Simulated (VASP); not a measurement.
Te: single point with RPBE

Crystal: Te.

```xyz
3
Lattice="5.4518 0.0000 0.0000 -2.7259 4.7214 0.0000 0.0000 0.0000 3.2007" Properties=species:S:1:pos:R:3 pbc="T T T"
Te    0.0000    0.0000    0.0000
Te    0.0000    3.1476    1.6004
Te    2.7259    1.5738    1.6004
```

This cell differs from its parent crystal: volume scaled by 0.92.

* Program: VASP 6.6.1
* Task: single point
* Functional: RPBE
* Potentials or basis: VASP PAW PBE potentials, release 64 (Te)
* Cutoff: 520 eV
* k mesh: 8 × 8 × 11
* Occupations: fermi-dirac, width 0.1 eV
* Spin: no spin polarisation

| Property | Result |
| --- | --- |
| Pressure | 4.4 GPa |
| Band gap on the k mesh | zero (band 9 reaches 11.47 eV, above the bottom of band 10 at 6.09 eV) |

Stress tensor (GPa, compression positive):
```
5.15 0.00 0.00
0.00 5.15 0.00
0.00 0.00 2.98
```

Levels at points of the mesh, in eV from the Fermi level:
```csv
k point,band 7,band 8,band 9,band 10,band 11,band 12
"(0.00, 0.00, 0.00)",-4.48,0.37,2.92,2.92,3.40,3.61
"(0.50, 0.00, 0.00)",-0.40,-0.08,0.34,1.66,1.83,3.03
```

Wall time 79 s on 1 thread of Intel Xeon 6975P-C, on a shared host, peak memory 0.23 GiB.

Caveat: the PAW data sets were made with another functional, which shifts forces and pressure a little; spin-orbit coupling is left out, which moves the levels of the heavy elements.
